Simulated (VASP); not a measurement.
Input of a VASP 6.6.1 run:

File INCAR:

```
  ALGO = Normal
  EDIFF = 1E-6
  ENCUT = 520
  GGA = PS
  ISIF = 2
  ISMEAR = 0
  LASPH = T
  LCHARG = T
  LELF = T
  LREAL = F
  LVHAR = T
  LWAVE = F
  NBANDS = 60
  NELM = 60
  PREC = Accurate
  SIGMA = 0.02
```

File KPOINTS:

```
k-points
0
Gamma
  6 6 6
```

Contents of POSCAR:

```
ZnO2
1.0
    4.8689022334      0.0000000000      0.0000000000
    0.0000000000      4.8689022334      0.0000000000
    0.0000000000      0.0000000000      4.8689022334
Zn O
4 8
Direct
    0.5000000000      0.5000000000      0.0000000000
    0.5000000000      0.0000000000      0.5000000000
    0.0000000000      0.5000000000      0.5000000000
    0.0000000000      0.0000000000      0.0000000000
    0.0875118046      0.9124881954      0.4124881954
    0.9124881954      0.4124881954      0.0875118046
    0.4124881954      0.0875118046      0.9124881954
    0.5875118046      0.5875118046      0.5875118046
    0.9124881954      0.0875118046      0.5875118046
    0.0875118046      0.5875118046      0.9124881954
    0.5875118046      0.9124881954      0.0875118046
    0.4124881954      0.4124881954      0.4124881954
```

Potentials or basis: VASP PAW PBE potentials, release 64 (Zn, O).

The run is started by

```bash
$ cat potpaw_PBE.64/Zn/POTCAR potpaw_PBE.64/O/POTCAR > POTCAR
$ mpirun -np 1 vasp_std > vasp.out
```

Estimate the largest force.

0.173 eV/Å.

What does it give for the band gap on the k mesh?

2.20 eV (least direct gap 2.35 eV).

Forces on the atoms (eV/Å):
```
Zn   0.000  0.000  0.000
Zn   0.000  0.000  0.000
Zn   0.000  0.000  0.000
Zn   0.000  0.000  0.000
O    0.100 -0.100 -0.100
O   -0.100 -0.100  0.100
O   -0.100  0.100 -0.100
O    0.100  0.100  0.100
O   -0.100  0.100  0.100
O    0.100  0.100 -0.100
O    0.100 -0.100  0.100
O   -0.100 -0.100 -0.100
```

Caveat: the PAW data sets were made with another functional, which shifts forces and pressure a little. A k mesh can miss the band edges.
